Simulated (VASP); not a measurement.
# Ga2O3 (R-3c) in VASP: further runs

Aim: see how the results for Ga2O3 move with the level of theory and the settings. Levels: PBE, r2SCAN. Tasks: single point.

All numbers are computed with VASP 6.6.1; they aren't measurements. Logs are shortened: lines on timing, memory, paths and dates and some standing lists are left out, and cuts for length are marked.

## (1) The cell of the first run

It takes space group R-3c (No. 167, trigonal). Conventional cell: a = 5.058 Å, b = 5.058 Å, c = 13.623 Å, α = 90.00°, β = 90.00°, γ = 120.00°. Ga (site symmetry 3) has 6 O at 1.95 to 2.10 Å within 2.6 Å. Within 2.9 Å of O (site symmetry 2) lie 4 Ga at 1.95 to 2.10 Å and 8 O at 2.66 to 2.88 Å.

## (2) Single point, PBE

Contents of INCAR:

```
PREC = Accurate ; ENCUT = 520
EDIFF = 1E-6 ; ISMEAR = -1
SIGMA = 0.02 ; LREAL = F
LASPH = T ; NELM = 80
ALGO = Normal ; ISIF = 2
LWAVE = F ; LCHARG = F
GGA = PE ; NBANDS = 55
```

Contents of KPOINTS:

```
regular mesh
0
Gamma
  6 6 6
```

Contents of POSCAR:

```
Ga2O3
1.0
    2.5287808746      1.4599923187      4.5409449931
   -2.5287808746      1.4599923187      4.5409449931
    0.0000000000     -2.9199846374      4.5409449931
Ga O
4 6
Direct
    0.3558404617      0.3558404617      0.3558404617
    0.1441595383      0.1441595383      0.1441595383
    0.6441595383      0.6441595383      0.6441595383
    0.8558404617      0.8558404617      0.8558404617
    0.5531316630      0.9468683370      0.2500000000
    0.2500000000      0.5531316630      0.9468683370
    0.9468683370      0.2500000000      0.5531316630
    0.4468683370      0.0531316630      0.7500000000
    0.7500000000      0.4468683370      0.0531316630
    0.0531316630      0.7500000000      0.4468683370
```

Potentials or basis: VASP PAW PBE potentials, release 64 (Ga_d, O).

Started as:

```bash
$ cat potpaw_PBE.64/Ga_d/POTCAR potpaw_PBE.64/O/POTCAR > POTCAR
$ mpirun -np 1 vasp_std > vasp.out
```

OUTCAR:

```text
PREC = Accurate
   ENCUT = 520
   EDIFF = 1E-6
   ISMEAR = -1
   LREAL = F
   LASPH = T
   NELM = 80
   ISIF = 2
   GGA = PE

 ion  position               nearest neighbor table
   1  0.356  0.356  0.356-  10 1.95   8 1.95   9 1.95   5 2.10   7 2.10   6 2.10   2 2.88
   2  0.144  0.144  0.144-   9 1.95   8 1.95  10 1.95   5 2.10   7 2.10   6 2.10   1 2.88
   3  0.644  0.644  0.644-   7 1.95   5 1.95   6 1.95   8 2.10   9 2.10  10 2.10   4 2.88
   4  0.856  0.856  0.856-   6 1.95   5 1.95   7 1.95   8 2.10   9 2.10  10 2.10   3 2.88
   5  0.553  0.947  0.250-   3 1.95   4 1.95   1 2.10   2 2.10
   6  0.250  0.553  0.947-   4 1.95   3 1.95   1 2.10   2 2.10
   7  0.947  0.250  0.553-   3 1.95   4 1.95   1 2.10   2 2.10
   8  0.447  0.053  0.750-   1 1.95   2 1.95   3 2.10   4 2.10
   9  0.750  0.447  0.053-   2 1.95   1 1.95   3 2.10   4 2.10
  10  0.053  0.750  0.447-   1 1.95   2 1.95   3 2.10   4 2.10

  LATTYP: Found a trigonal (rhomboedric) cell.
 ALAT       =     5.3987490878
 COS(alpha) =     0.5612005194

  Lattice vectors:

 A1 = (   2.5287808746,   1.4599923187,   4.5409449931)
 A2 = (  -2.5287808746,   1.4599923187,   4.5409449931)
 A3 = (   0.0000000000,  -2.9199846374,   4.5409449931)

Analysis of symmetry for initial positions (statically):
=====================================================================
 Subroutine PRICEL returns:
 Original cell was already a primitive cell.

 Routine SETGRP: Setting up the symmetry group for a
 trigonal (rhombohedral) supercell.

 Subroutine GETGRP returns: Found 12 space group operations
 (whereof  6 operations were pure point group operations)
 out of a pool of 12 trial point group operations.

The static configuration has the point symmetry S_6 .
 The point group associated with its full space group is D_3d.

Analysis of symmetry for dynamics (positions and initial velocities):
=====================================================================
 Subroutine PRICEL returns:
 Original cell was already a primitive cell.

 Routine SETGRP: Setting up the symmetry group for a
 trigonal (rhombohedral) supercell.

 Subroutine GETGRP returns: Found 12 space group operations
 (whereof  6 operations were pure point group operations)
 out of a pool of 12 trial point group operations.

The dynamic configuration has the point symmetry S_6 .
 The point group associated with its full space group is D_3d.

 Subroutine INISYM returns: Found 12 space group operations
 (whereof  6 operations are pure point group operations),
 and found     1 'primitive' translations

----------------------------------------------------------------------------------------

                                     Primitive cell

  volume of cell :     100.5910

  direct lattice vectors                    reciprocal lattice vectors
     2.528780875  1.459992319  4.540944993     0.197723735  0.114155852  0.073406160
    -2.528780875  1.459992319  4.540944993    -0.197723735  0.114155852  0.073406160
     0.000000000 -2.919984637  4.540944993     0.000000000 -0.228311703  0.073406160

  length of vectors
     5.398749088  5.398749088  5.398749088     0.239822222  0.239822222  0.239822222

  position of ions in fractional coordinates (direct lattice)
     0.355840462  0.355840462  0.355840462
     0.144159538  0.144159538  0.144159538
     0.644159538  0.644159538  0.644159538
     0.855840462  0.855840462  0.855840462
     0.553131663  0.946868337  0.250000000
     0.250000000  0.553131663  0.946868337
     0.946868337  0.250000000  0.553131663
     0.446868337  0.053131663  0.750000000
     0.750000000  0.446868337  0.053131663
     0.053131663  0.750000000  0.446868337

  ion indices of the primitive-cell ions
   primitive index   ion index
                 1           1
                 2           2
                 3           3
                 4           4
                 5           5
                 6           6
                 7           7
                 8           8
                 9           9
                10          10

----------------------------------------------------------------------------------------

 KPOINTS: regular mesh

Automatic generation of k-mesh.
 Grid dimensions read from file:
 generate k-points for:    6    6    6

 Generating k-lattice:

  Cartesian coordinates                     Fractional coordinates (reciprocal lattice)
     0.032953956  0.019025975  0.012234360     0.166666667 -0.000000000  0.000000000
    -0.032953956  0.019025975  0.012234360    -0.000000000  0.166666667  0.000000000
     0.000000000 -0.038051951  0.012234360     0.000000000  0.000000000  0.166666667

  Length of vectors
     0.039970370  0.039970370  0.039970370

  Shift w.r.t. Gamma in fractional coordinates (k-lattice)
     0.000000000  0.000000000  0.000000000

 Subroutine IBZKPT returns following result:
 ===========================================

 Found     32 irreducible k-points:

 Following reciprocal coordinates:
            Coordinates               Weight
  0.000000  0.000000  0.000000      1.000000
  0.166667 -0.000000  0.000000      6.000000
  0.333333 -0.000000  0.000000      6.000000
  0.500000  0.000000  0.000000      3.000000
  0.166667  0.166667  0.000000      6.000000
  0.333333  0.166667  0.000000     12.000000
[... 16 lines left out ...]
  0.500000  0.500000  0.166667      6.000000
 -0.333333  0.500000  0.166667     12.000000
 [... further k-points ...]
   k-points           NKPTS =     32   k-points in BZ     NKDIM =     32   number of bands    NBANDS=     55
   number of dos      NEDOS =    301   number of ions     NIONS =     10
   total plane-waves  NPLWV =  64000
   dimension x,y,z NGX =    40 NGY =   40 NGZ =   40
   dimension x,y,z NGXF=    80 NGYF=   80 NGZF=   80
   ions per type =               4   6
   NGX,Y,Z   is equivalent  to a cutoff of  12.32, 12.32, 12.32 a.u.
   NGXF,Y,Z  is equivalent  to a cutoff of  24.63, 24.63, 24.63 a.u.
 SYSTEM =  unknown system
   PREC   = accura    normal or accurate (medium, high low for compatibility)
   ISTART =      0    job   : 0-new  1-cont  2-samecut
   ICHARG =      2    charge: 1-file 2-atom 10-const
   ISPIN  =      1    spin polarized calculation?
   LNONCOLLINEAR =      F non collinear calculations
   LSORBIT =      F    spin-orbit coupling
   LASPH  =      T    aspherical Exc in radial PAW
   ENCUT  =  520.0 eV  38.22 Ry    6.18 a.u.  10.04 10.04 10.04*2*pi/ulx,y,z
   NELM   =     80;   NELMIN=  2; NELMDL= -5     # of ELM steps
   EDIFF  = 0.1E-05   stopping-criterion for ELM
   LREAL  =      F    real-space projection
   EDIFFG = 0.1E-04   stopping-criterion for IOM
   NSW    =      0    number of steps for IOM
   IBRION =     -1    ionic relax: 0-MD 1-quasi-New 2-CG
   NFREE  =      0    steps in history (QN), initial steepest desc. (CG)
   ISIF   =      2    stress and relaxation
   ISYM   =      2    0-nonsym 1-usesym 2-fastsym
   POTIM  = 0.5000    time-step for ionic-motion
   TEBEG  =    0.0;   TEEND  =   0.0 temperature during run
   PSTRESS=    0.0 pullay stress
   NELECT =      88.0000    total number of electrons
   NUPDOWN=      -1.0000    fix difference up-down
   EMIN   =  10.00;   EMAX   =-10.00  energy-range for DOS
   EFERMI =   0.00;   METHOD = LEGACY
   ISMEAR =    -1;   SIGMA  =   0.02  broadening in eV -4-tet -1-fermi 0-gaus
   EFERMI_NEDOS =   21; number of points for ismear=-14 and -15
   IALGO  =     38    algorithm
   IMIX   =      4    mixing-type and parameters
     AMIX     =   0.40;   BMIX     =  1.00
     AMIX_MAG =   1.60;   BMIX_MAG =  1.00
  volume/ion in A,a.u.               =      10.06        67.88
  Fermi-wavevector in a.u.,A,eV,Ry     =   1.565727  2.958795 33.354685  2.451500
  Thomas-Fermi vector in A             =   2.668160
   LORBIT       =      0    0 simple, 1 ext, 2 COOP (PROOUT), +10 PAW based schemes
   GGA     = PE    functional components
   LHFCALC =     F    Hartree Fock is set to
   AEXX    =    0.0000 exact exchange contribution
   IVDW    =     0    specifies the selected vdW correction
   LEPSILON=     F    determine dielectric tensor
   LRPA    =     F    only Hartree local field effects (RPA)
 non-spin polarized calculation
  energy-cutoff  :      520.00
  volume of cell :      100.59
 maximum number of plane-waves:      2730
   NGX = 21   NGY = 21   NGZ = 21

 number of electron      88.0000003 magnetization

 Free energy of the ion-electron system (eV)
  ---------------------------------------------------
  ext. energy  EPLUGINS =         0.00000000
  ---------------------------------------------------
  free energy    TOTEN  =       -59.39327475 eV

  energy without entropy =      -59.39327475  energy(sigma->0) =      -59.39327475

 E-fermi :   4.5444     XC(G=0): -11.9627

 val. band max:        4.1066235326   @ k =  -0.1667   0.1667   0.0000
 cond. band min:       6.4994841219   @ k =   0.0000   0.0000   0.0000
 fundamental gap:      2.3928605894
 Fermi energy:         4.5443624579

 k-point     1 :       0.0000    0.0000    0.0000
  band No.  band energies     occupation
      1     -14.5776      2.00000
      2     -12.7181      2.00000
      3     -12.7181      2.00000
      4     -12.6943      2.00000
      5     -12.6757      2.00000
      6     -12.6757      2.00000
[... 47 lines left out ...]
     54      14.9987      0.00000
     55      16.0723      0.00000

 k-point     2 :       0.1667   -0.0000    0.0000
  band No.  band energies     occupation
      1     -14.4596      2.00000
      2     -12.8406      2.00000
      3     -12.7302      2.00000
      4     -12.7256      2.00000
      5     -12.6850      2.00000
      6     -12.6648      2.00000
[... 47 lines left out ...]
     54      15.5968      0.00000
     55      15.8948      0.00000
[... 1216 lines left out ...]
     54      16.0241      0.00000
     55      16.1078      0.00000

 k-point    24 :      -0.3333    0.5000    0.1667
  band No.  band energies     occupation
      1     -13.6139      2.00000
      2     -13.3242      2.00000
      3     -13.0378      2.00000
      4     -12.9232      2.00000
      5     -12.7121      2.00000
      6     -12.6733      2.00000
[... 47 lines left out ...]
     54      15.8595      0.00000
     55      16.1558      0.00000

 [... further k-points ...]
[... 5 lines left out ...]
  --------------------------------------------------------------------------------------
  -------------------------------------------------------------------------------------
  Total        0.6535363      0.6535363      0.5693841      0.0000000     -0.0000000      0.0000000
  in kB       10.4092885     10.4092885      9.0689427      0.0000000     -0.0000000      0.0000000
  external PRESSURE =       9.9625066 kB  Pullay stress =       0.0000000 kB

 VOLUME and BASIS-vectors are now :
 -----------------------------------------------------------------------------
  energy-cutoff  :      520.00
  volume of cell :      100.59
      direct lattice vectors                 reciprocal lattice vectors
     2.528780875  1.459992319  4.540944993     0.197723735  0.114155852  0.073406160
    -2.528780875  1.459992319  4.540944993    -0.197723735  0.114155852  0.073406160
     0.000000000 -2.919984637  4.540944993     0.000000000 -0.228311703  0.073406160

 POSITION                                       TOTAL-FORCE (eV/Angst)
 -----------------------------------------------------------------------------------
      0.00000      0.00000      4.84756        -0.000000      0.000000      0.011295
      0.00000      0.00000      1.96386        -0.000000      0.000000     -0.011295
      0.00000      0.00000      8.77528        -0.000000      0.000000     -0.011295
      0.00000      0.00000     11.65897        -0.000000     -0.000000      0.011295
     -0.99567      1.45999      7.94665        -0.001141     -0.000000     -0.000000
     -0.76655     -1.59227      7.94665         0.000570     -0.000988     -0.000000
      1.76223      0.13228      7.94665         0.000570      0.000988     -0.000000
      0.99567     -1.45999      5.67618         0.001141     -0.000000     -0.000000
      0.76655      1.59227      5.67618        -0.000570      0.000988     -0.000000
     -1.76223     -0.13228      5.67618        -0.000570     -0.000988     -0.000000
 -----------------------------------------------------------------------------------
    total drift:                               -0.000000     -0.000000      0.000000

  FREE ENERGIE OF THE ION-ELECTRON SYSTEM (eV)
  ---------------------------------------------------
  free  energy   TOTEN  =       -59.3932747542 eV

  energy  without entropy=      -59.3932747542  energy(sigma->0) =      -59.39327475
```

Wall time 1.9 min (1 thread of AMD EPYC 9R45 (Zen 5), shared host); peak memory 0.27 GiB.

Results:

- Free energy: -59.3933 eV
- Pressure: 1.0 GPa
- Largest force: 0.011 eV/Å
- Band gap on the k mesh: 2.39 eV (least direct gap 2.63 eV)

Forces on the atoms (eV/Å):
```
Ga   0.000  0.000  0.011
Ga   0.000  0.000 -0.011
Ga   0.000  0.000 -0.011
Ga   0.000  0.000  0.011
O   -0.001  0.000  0.000
O    0.001 -0.001  0.000
O    0.001  0.001  0.000
O    0.001  0.000  0.000
O   -0.001  0.001  0.000
O   -0.001 -0.001  0.000
```

Stress tensor (GPa, compression positive):
```
1.04 0.00 0.00
0.00 1.04 0.00
0.00 0.00 0.91
```

Levels at points of the mesh, in eV from the valence-band top:
```
           k point  band 42  band 43  band 44  band 45  band 46  band 47
(0.00, 0.00, 0.00)    -0.31    -0.23    -0.23     2.39     6.30     6.55
(0.50, 0.00, 0.00)    -0.93    -0.15    -0.15     6.01     6.01     6.37
(0.50, 0.50, 0.00)    -0.69    -0.25    -0.15     6.12     6.34     7.23
(0.50, 0.50, 0.50)    -0.29    -0.29    -0.29     5.47     5.47     7.48
```

A k mesh can miss the band edges.

## (3) Single point, r2SCAN

This run uses another cell than the first one, of 9.64 Å³/atom.

Contents of POSCAR:

```
Ga2O3
1.0
    2.4922622641      1.4389082890      4.4806364994
   -2.4922622641      1.4389082890      4.4806364994
    0.0000000000     -2.8778165781      4.4806364994
Ga O
4 6
Direct
    0.3554263352      0.3554263352      0.3554263352
    0.1445736648      0.1445736648      0.1445736648
    0.6445736648      0.6445736648      0.6445736648
    0.8554263352      0.8554263352      0.8554263352
    0.5536335029      0.9463664971      0.2500000000
    0.2500000000      0.5536335029      0.9463664971
    0.9463664971      0.2500000000      0.5536335029
    0.4463664971      0.0536335029      0.7500000000
    0.7500000000      0.4463664971      0.0536335029
    0.0536335029      0.7500000000      0.4463664971
```

Contents of INCAR.step1:

```
PREC     = Accurate       # precision mode
ENCUT    = 520            # plane-wave cutoff, eV
ISMEAR   = -1             # smearing method
SIGMA    = 0.02           # smearing width, eV
LREAL    = False          # projectors in reciprocal space
LASPH    = True           # aspherical terms in the spheres
NELM     = 100            # most SCF steps
NBANDS   = 55             # bands
GGA      = PE             # functional
ALGO     = Normal         # electronic algorithm
EDIFF    = 1E-4           # SCF threshold, eV
LWAVE    = True           # write WAVECAR
LCHARG   = False          # write CHGCAR
```

Contents of INCAR.step2:

```
PREC     = Accurate       # precision mode
ENCUT    = 520            # plane-wave cutoff, eV
EDIFF    = 1E-6           # SCF threshold, eV
ISMEAR   = -1             # smearing method
SIGMA    = 0.02           # smearing width, eV
LREAL    = False          # projectors in reciprocal space
LASPH    = True           # aspherical terms in the spheres
NELM     = 100            # most SCF steps
ALGO     = Normal         # electronic algorithm
ISIF     = 2              # what is computed and relaxed
LWAVE    = False          # write WAVECAR
LCHARG   = True           # write CHGCAR
METAGGA  = R2SCAN         # meta-GGA
LMIXTAU  = True         
LELF     = True           # ELF
LVHAR    = True         
NBANDS   = 55             # bands
ISTART   = 1
```

KPOINTS is that of step 2.

Potentials or basis: VASP PAW PBE potentials, release 64 (Ga_d, O).

Started as:

```bash
$ cat potpaw_PBE.64/Ga_d/POTCAR potpaw_PBE.64/O/POTCAR > POTCAR
$ cp INCAR.step1 INCAR
$ mpirun -np 1 vasp_std > vasp.out
$ cp INCAR.step2 INCAR
$ mpirun -np 1 vasp_std > vasp.out
```

Wall time 8.2 min (1 thread of AMD EPYC 9R45 (Zen 5), shared host); peak memory 0.3 GiB.

It converged, with:

* Free energy: -102.3286 eV
* Pressure: 1.9 GPa
* Largest force: 0.041 eV/Å
* Band gap on the k mesh: 3.54 eV (least direct gap 3.80 eV)

Forces in eV/Å, atoms in the order of the input:
```
Ga   0.000  0.000 -0.034
Ga   0.000  0.000  0.034
Ga   0.000  0.000  0.034
Ga   0.000  0.000 -0.034
O   -0.041  0.000  0.000
O    0.021 -0.036  0.000
O    0.021  0.036  0.000
O    0.041  0.000  0.000
O   -0.021  0.036  0.000
O   -0.021 -0.036  0.000
```

Stress tensor (GPa, compression positive):
```
2.12 0.00 0.00
0.00 2.12 0.00
0.00 0.00 1.44
```

Levels at points of the mesh, in eV from the valence-band top:
```
           k point  band 41  band 42  band 43  band 44  band 45  band 46  band 47  band 48
(0.00, 0.00, 0.00)    -0.31    -0.31    -0.26    -0.26     3.54     7.50     7.66     9.78
(0.50, 0.00, 0.00)    -1.00    -1.00    -0.16    -0.16     7.21     7.21     7.54     7.54
(0.50, 0.50, 0.00)    -0.87    -0.70    -0.25    -0.14     7.37     7.56     8.43     8.58
(0.50, 0.50, 0.50)    -0.30    -0.30    -0.30    -0.30     6.64     6.64     8.72     8.72
```

Caveat: the PAW data sets were made with another functional, which shifts forces and pressure a little. r2SCAN opens gaps a little over a GGA but as a rule still falls short of measured ones.
